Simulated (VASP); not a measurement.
The system is Ta3Si3N.

```xyz
7
Lattice="4.6288 0.0000 0.0000 -2.3144 4.0087 0.0000 0.0000 0.0000 5.9442" Properties=species:S:1:pos:R:3 pbc="T T T"
Ta    2.3144    0.0000    0.0000
Ta   -1.1572    2.0043    0.0000
Ta    1.1572    2.0043    0.0000
Si    2.3144    0.0000    2.9721
Si   -1.1572    2.0043    2.9721
Si    1.1572    2.0043    2.9721
N     0.0000    0.0000    0.0000
```

The cell was built from a structure type or drawn by symmetry, and may not be a known phase.

| Property | Result |
| --- | --- |
| Program | VASP 6.6.1 |
| Task | relaxation of cell and atoms |
| Functional | PBE |
| Potentials or basis | VASP PAW PBE potentials, release 64 (Ta_pv, Si, N) |
| Cutoff | 600 eV |
| k mesh | 6 × 6 × 4 |
| Occupations | gaussian, width 0.1 eV |
| Spin | no spin polarisation |

At the start: pressure 35.3 GPa; volume 15.76 Å³/atom.

**Question.** Where does the relaxation end?

**Answer.** Over 10 steps the energy falls by 647.1 meV/atom and the volume is 17.70 Å³/atom (+12.3 %); space group P6/mmm (No. 191, to 0.1 Å) before and after.

The path:
```tsv
step	energy change (eV)	largest force (eV/Å)	pressure (GPa)	volume (Å³)
1	0.0000	0.0000	35.35	110.30
2	-0.6045	0.0000	-20.45	171.06
3	-3.5458	0.0000	-7.94	136.19
4	-3.5539	0.0000	-7.24	135.20
5	-3.5561	0.0000	-6.47	134.14
6	-4.4854	0.0000	-0.83	124.44
7	-4.5191	0.0000	0.75	122.88
8	-4.5206	0.0000	1.24	122.46
9	-4.5292	0.0000	-0.34	124.22
10	-4.5296	0.0000	-0.06	123.90
```

Final structure:
```xyz
7
Lattice="5.2389 0.0000 0.0000 -2.6195 4.5370 0.0000 0.0000 0.0000 5.2125" Properties=species:S:1:pos:R:3 pbc="T T T"
Ta    2.6195    0.0000    0.0000
Ta   -1.3097    2.2685    0.0000
Ta    1.3097    2.2685    0.0000
Si    2.6195    0.0000    2.6063
Si   -1.3097    2.2685    2.6063
Si    1.3097    2.2685    2.6063
N    -2.6195    4.5370    0.0000
```
